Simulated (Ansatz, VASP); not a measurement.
## One calculation of Ta2N, two programs

```
CELL_PARAMETERS angstrom
5.31407 0.00000 0.00000
-2.65704 4.60212 0.00000
0.00000 0.00000 4.95565
ATOMIC_POSITIONS crystal
Ta 0.70236 0.70236 0.75285
Ta 0.00000 0.29764 0.75285
Ta 0.29764 0.00000 0.75285
Ta 0.29764 0.29764 0.24715
Ta 0.00000 0.70236 0.24715
Ta 0.70236 0.00000 0.24715
N 0.66667 0.33333 0.50000
N 0.33333 0.66667 0.50000
N 0.00000 0.00000 0.00000
```

Alike in both runs: task single point; functional PBE; k mesh 9 × 9 × 8; occupations gaussian, width 0.15 eV; no spin polarisation.

|  | VASP | Ansatz |
| --- | --- | --- |
| version | VASP 6.6.1 | Ansatz 0.2.0 |
| potentials or method | VASP PAW PBE potentials, release 64 (Ta_pv, N), cutoff 520 eV | scalar-relativistic, plane waves, PAW |
| valence electrons in the cell | 81 | 93 |

```tsv
	VASP	Ansatz	Ansatz less VASP
gap on the k mesh at the Fermi level (eV)	none	none	-
pressure (GPa)	13.4	12.8	-0.61
traceless stress, the component that is largest in VASP (GPa)	-3.50	-3.48	+0.013
rms of the force components (eV/Å)	2.897	2.885	-0.0119
```

Atom by atom the forces differ by 0.012 eV/Å (rms over components). A gap of «none» marks a metal or a gap that the smearing closes. VASP's potentials hold 81 valence electrons a cell and Ansatz's 93, so a difference there can come from the potentials and not from the codes.

Neither program's run includes spin-orbit coupling.
